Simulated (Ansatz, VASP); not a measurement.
**One calculation of Ge, two programs**

```
CELL_PARAMETERS angstrom
-1.33146 -1.33179 1.86200
4.99437 -2.11150 2.06096
-2.10850 4.99279 2.06305
ATOMIC_POSITIONS crystal
Ge 0.75010 0.24927 0.24966
Ge 0.75007 0.74937 0.25034
Ge 0.74985 0.25062 0.74984
Ge 0.74999 0.75074 0.75017
```

Change from the starting cell: cell x4, atoms moved at random (sigma 0.1 Å) and cell strained at random (1.5 %), then relaxed without symmetry.

Alike in both runs: functional PBE; k mesh 8 × 4 × 4; occupations gaussian, width 0.2 eV; no spin polarisation.

Ansatz relaxed the structure, and its values are those at the end. VASP's run is a single point on that final structure, the one shown.

|  | VASP | Ansatz |
| --- | --- | --- |
| version | VASP 6.6.1 | Ansatz 0.2.0 |
| potentials or method | VASP PAW PBE potentials, release 64 (Ge_d), cutoff 520 eV | scalar-relativistic, plane waves, PAW |
| valence electrons in the cell | 56 | 56 |

```csv
,VASP,Ansatz,Ansatz less VASP
gap on the k mesh at the Fermi level (eV),none,none,-
pressure (GPa),0.0,0.0,+0.02
```

A gap of «none» marks a metal or a gap that the smearing closes. The functional is the same, so the differences come from potentials, cutoffs and numerics.
